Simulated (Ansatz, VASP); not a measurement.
Two plane-wave programs on Yb

```
Yb
1.0
     0.00000    2.74310    2.74310
     2.74310    0.00000    2.74310
     2.74310    2.74310    0.00000
Yb
1
Direct
  0.00000 0.00000 0.00000
```

Alike in both runs: task single point; functional PBE; k mesh 7 × 7 × 7; occupations fermi-dirac, width 0.05 eV; collinear spin; fixed moment 1.2 μB.

|  | VASP | Ansatz |
| --- | --- | --- |
| version | VASP 6.6.1 | Ansatz 0.2.0 |
| potentials or method | VASP PAW PBE potentials, release 64 (Yb) | Ansatz PAW |
| plane-wave cutoff (eV) | 520 | 420 |
| valence electrons in the cell | 24 | 24 |

Ansatz gave:

| Quantity | Value |
| --- | --- |
| pressure (GPa) | -2.4 |
| net moment per atom (μB) | 1.20 |
| size of the moment on the site where the two differ most (μB) | 0.75 |

Problem. Which values does VASP return?

Solution. Pressure (GPa): -2.4; net moment per atom (μB): 1.20; size of the moment on the site where the two differ most (μB): 0.53.

Site moments also hang on the region over which each program counts them.

Neither program's run includes spin-orbit coupling.
